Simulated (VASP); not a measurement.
Here is a VASP 6.6.1 calculation.

INCAR

```
ALGO = Normal
EDIFF = 1E-6
ENCUT = 500
GGA = PE
GGA_COMPAT = F
ISIF = 2
ISMEAR = 0
LASPH = T
LCHARG = F
LREAL = F
LWAVE = F
NBANDS = 11
NELM = 120
PREC = Accurate
SIGMA = 0.05
```

KPOINTS

```
k-points
0
Gamma
  11 11 11
```

Contents of POSCAR:

```
Pt
1.0
   -1.5316282296      1.5316282296      1.5316282296
    1.5316282296     -1.5316282296      1.5316282296
    1.5316282296      1.5316282296     -1.5316282296
Pt
1
Direct
    0.0000000000      0.0000000000      0.0000000000
```

Potentials or basis: VASP PAW PBE potentials, release 64 (Pt).

Launch:

```sh
$ cat potpaw_PBE.64/Pt/POTCAR > POTCAR
$ mpirun -np 1 vasp_std > vasp.out
```

(1) What does it give for the pressure?

(2) Estimate the band gap on the k mesh.

Results:

(1) 29.5 GPa.

(2) zero (bands 5 and 6 overlap by 2.39 eV).

Caveat: the cell stands under pressure; spin-orbit coupling is left out, which moves the levels of the heavy elements.
